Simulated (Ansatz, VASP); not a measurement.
This is a calculation of Sn4Se8NO2 for Ansatz 0.2.0.

The input input.yaml:

```yaml
crystal:
  lattice:
    - [7.6219975631, 0.0, 0.0]
    - [-3.8109987816, 6.6008435173, 0.0]
    - [0.0, 0.0, 21.5385]
  atoms:
    - { symbol: Se, position: [0.3333333334, 0.1666666667, 0.3714279082] }
    - { symbol: Se, position: [0.3333333333, 0.6666666667, 0.3714279082] }
    - { symbol: Se, position: [0.8333333334, 0.1666666667, 0.3714279082] }
    - { symbol: Se, position: [0.8333333333, 0.6666666667, 0.3714279082] }
    - { symbol: Sn, position: [0.0, 0.0, 0.4426608167] }
    - { symbol: Sn, position: [0.0, 0.5, 0.4426608167] }
    - { symbol: Sn, position: [0.5, 0.0, 0.4426608167] }
    - { symbol: Sn, position: [0.5, 0.5, 0.4426608167] }
    - { symbol: Se, position: [0.1666666666, 0.3333333333, 0.5138937252] }
    - { symbol: Se, position: [0.1666666666, 0.8333333333, 0.5138937252] }
    - { symbol: Se, position: [0.6666666666, 0.3333333333, 0.5138937252] }
    - { symbol: Se, position: [0.6666666666, 0.8333333333, 0.5138937252] }
    - { symbol: "N", position: [0.6666666666, 0.8333333333, 0.6308935163] }
    - { symbol: O, position: [0.5801961871, 0.6667372522, 0.6527149059] }
    - { symbol: O, position: [0.7531371462, 0.9999294144, 0.6527149059] }
hamiltonian:
  xc: pbe
  pseudopotentials: { kind: paw }
kpoints:
  mp_grid: { grid: [4, 4, 1] }
scf:
  occupations: { method: fermi_dirac, width: 0.05 }
output:
  forces: true
  eigenvalues: true
efield:
  axis: 3
  dipole_correction: true
  ramp_width: 0.04
```

Potentials or basis: Ansatz PAW.

The run is started by

```bash
$ ansatz run input.yaml --threads 4 --pin off --max-ram 11264MiB --backend cpu --events-out ev --progress --plain --runs-dir out
```

Task: Translate it to VASP 6.6.1. Potentials there: VASP PAW PBE potentials, release 64 (Se, Sn_d, N, O).

Result: As run (the cutoff follows the program's own potentials):

File INCAR:

```
PREC     = Accurate       # precision mode
ENCUT    = 520            # plane-wave cutoff, eV
EDIFF    = 1E-7           # SCF threshold, eV
ISMEAR   = -1             # smearing method
SIGMA    = 0.05           # smearing width, eV
LREAL    = Auto         
LASPH    = True           # aspherical terms in the spheres
NELM     = 100            # most SCF steps
ALGO     = Normal         # electronic algorithm
ISIF     = 2              # what is computed and relaxed
LWAVE    = False          # write WAVECAR
LCHARG   = True           # write CHGCAR
LDIPOL   = True         
IDIPOL   = 3            
DIPOL    = 0.5 0.5 0.483
GGA      = PE             # functional
LELF     = True           # ELF
LVHAR    = True         
LVACPOTAV= True         
NBANDS   = 74             # bands
```

The input KPOINTS:

```
Automatic mesh
0
Gamma
  4 4 1
```

File POSCAR:

```
Sn4Se8NO2
1.0
    7.6219975631      0.0000000000      0.0000000000
   -3.8109987816      6.6008435173      0.0000000000
    0.0000000000      0.0000000000     21.5385000000
Se Sn N O
8 4 1 2
Direct
    0.3333333334      0.1666666667      0.3714279082
    0.3333333333      0.6666666667      0.3714279082
    0.8333333334      0.1666666667      0.3714279082
    0.8333333333      0.6666666667      0.3714279082
    0.1666666666      0.3333333333      0.5138937252
    0.1666666666      0.8333333333      0.5138937252
    0.6666666666      0.3333333333      0.5138937252
    0.6666666666      0.8333333333      0.5138937252
    0.0000000000      0.0000000000      0.4426608167
    0.0000000000      0.5000000000      0.4426608167
    0.5000000000      0.0000000000      0.4426608167
    0.5000000000      0.5000000000      0.4426608167
    0.6666666666      0.8333333333      0.6308935163
    0.5801961871      0.6667372522      0.6527149059
    0.7531371462      0.9999294144      0.6527149059
```

Potentials or basis: VASP PAW PBE potentials, release 64 (Se, Sn_d, N, O).

Command:

```sh
$ cat potpaw_PBE.64/Se/POTCAR potpaw_PBE.64/Sn_d/POTCAR potpaw_PBE.64/N/POTCAR potpaw_PBE.64/O/POTCAR > POTCAR
$ mpirun -np 1 vasp_std > vasp.out
```

Both were run:

|  | VASP | Ansatz | Ansatz less VASP |
| --- | --- | --- | --- |
| gap on the k mesh at the Fermi level (eV) | none | none | - |
| rms of the force components (eV/Å) | 0.500 | 0.388 | -0.1126 |
| work function, face that differs most (eV) | 5.58 | 5.56 | -0.018 |

A gap of «none» marks a metal or a gap that the smearing closes. VASP's potentials hold 121 valence electrons a cell and Ansatz's 201, so a difference there can come from the potentials and not from the codes.

Noted on VASP's run: the standard files for N, O and F lose accuracy on very short bonds.
